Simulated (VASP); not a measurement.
Set up this calculation in VASP 6.6.1, as the native input.

* Task: single point
* Functional: PBE
* Dispersion: D3(BJ)
* Potentials or basis: VASP PAW PBE potentials, release 64 (O)
* Cutoff: 520 eV
* k mesh: 9 × 9 × 9
* Occupations: gaussian, width 0.02 eV
* Spin: collinear spin, ferromagnetic start
* Starting moments: [0.61, 0.61] μB
* Dipole correction: no
* Further INCAR settings: ALGO = Normal; EDIFF = 1e-07; NBANDS = 17

The structure of O lies in POSCAR:

```
O
1.0
    1.7758720687      1.0253002169      3.9437203106
   -1.7758720687      1.0253002169      3.9437203106
    0.0000000000     -2.0506004338      3.9437203106
O
2
Direct
    0.9484979349      0.9484979349      0.9484979349
    0.0515020651      0.0515020651      0.0515020651
```

These files were run (other wordings do the same):

INCAR

```
ALGO = Normal ; EDIFF = 1E-7
ENCUT = 520 ; GGA = PE
ISIF = 2 ; ISMEAR = 0
ISPIN = 2 ; IVDW = 12
LASPH = T ; LCHARG = T
LELF = T ; LORBIT = 11
LREAL = F ; LVHAR = T
LWAVE = F ; MAGMOM = 0.61 0.61
NBANDS = 17 ; NELM = 150
PREC = Accurate ; SIGMA = 0.02
```

KPOINTS

```
k-points
0
Gamma
  9 9 9
```

Potentials or basis: VASP PAW PBE potentials, release 64 (O).

Launch:

```bash
$ cat potpaw_PBE.64/O/POTCAR > POTCAR
$ mpirun -np 1 vasp_std > vasp.out
```

It gave:

```json
{"Pressure": "1.4 GPa", "Largest force": "1.142 eV/Å", "Band gap on the k mesh": "1.61 eV (least direct gap 1.65 eV)", "Net moment": "2.00 μB per cell", "Site moments": "O +0.81 μB", "Valence electrons inside the program's atomic spheres": "O 4.91", "Dispersion energy per atom": "-0.035 eV"}
```

Caveat: the standard files for N, O and F lose accuracy on very short bonds; the stress differs along the axes, from -0 to 5 GPa; forces of over 1 eV/Å act on the atoms, so gaps and moduli don't describe the material at rest.

Wall time 3.3 min on 1 thread of Oxide Virtual Turin-like Processor (shared host), peak memory 0.25 GiB.
